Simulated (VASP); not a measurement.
Write the native input for VASP 6.6.1 that does the following.

```yaml
Task: relaxation of cell and atoms
Functional: PBE
Potentials_or_basis: VASP PAW PBE potentials, release 64 (Mg, O)
Cutoff: 600 eV
k_mesh: 8 × 8 × 8
Occupations: gaussian, width 0.1 eV
Spin: no spin polarisation
Dipole_correction: no
Further_INCAR_settings: ALGO = Normal; EDIFF = 1e-06; IBRION = 2; EDIFFG = -0.01; NSW = 100; ISIF = 3
```

The structure of Mg7O lies in POSCAR:

```
Mg7O
1.0
    0.0000000000      4.3227189690      4.3227189690
    4.3227189690      0.0000000000      4.3227189690
    4.3227189690      4.3227189690      0.0000000000
Mg O
7 1
Direct
    0.0000000000      0.0000000000      0.5000000000
    0.5000000000      0.0000000000      0.5000000000
    0.0000000000      0.5000000000      0.5000000000
    0.5000000000      0.5000000000      0.0000000000
    0.0000000000      0.5000000000      0.0000000000
    0.5000000000      0.0000000000      0.0000000000
    0.5000000000      0.5000000000      0.5000000000
    0.0000000000      0.0000000000      0.0000000000
```

These files were run (other wordings do the same):

INCAR

```
PREC     = Accurate       # precision mode
ENCUT    = 600            # plane-wave cutoff, eV
EDIFF    = 1E-6           # SCF threshold, eV
ISMEAR   = 0              # smearing method
SIGMA    = 0.1            # smearing width, eV
LREAL    = False          # projectors in reciprocal space
LASPH    = True           # aspherical terms in the spheres
NELM     = 80             # most SCF steps
ALGO     = Normal         # electronic algorithm
ISIF     = 3              # what is computed and relaxed
LWAVE    = False          # write WAVECAR
LCHARG   = False          # write CHGCAR
GGA      = PE             # functional
IBRION   = 2              # ionic algorithm
NSW      = 100            # ionic steps
EDIFFG   = -0.01          # ionic threshold
```

KPOINTS

```
Automatic mesh
0
Gamma
  8 8 8
```

Potentials or basis: VASP PAW PBE potentials, release 64 (Mg, O).

The run is started by

```bash
$ cat potpaw_PBE.64/Mg/POTCAR potpaw_PBE.64/O/POTCAR > POTCAR
$ mpirun -np 1 vasp_std > vasp.out
```

It gave:

```yaml
Relaxed_volume: 20.13 Å³/atom
Relaxed_cell: a = 6.107 Å, b = 6.107 Å, c = 6.107 Å, α = 60.00°, β = 60.00°, γ = 60.00°
Space_group_after_relaxing_to_0.05_Å: Fm-3m (No. 225)
Energy_gained_by_relaxing: 0.0 meV/atom
Ionic_steps: 2
Pressure_after_relaxing: 0.0 GPa
Band_gap_on_the_k_mesh: zero (band 10 reaches 3.14 eV, above the bottom of band 11 at 1.86 eV)
```

It took 100 s on 1 thread of Intel(R) Xeon(R) 6975P-C (Granite Rapids) (shared host), peak memory 0.4 GiB.
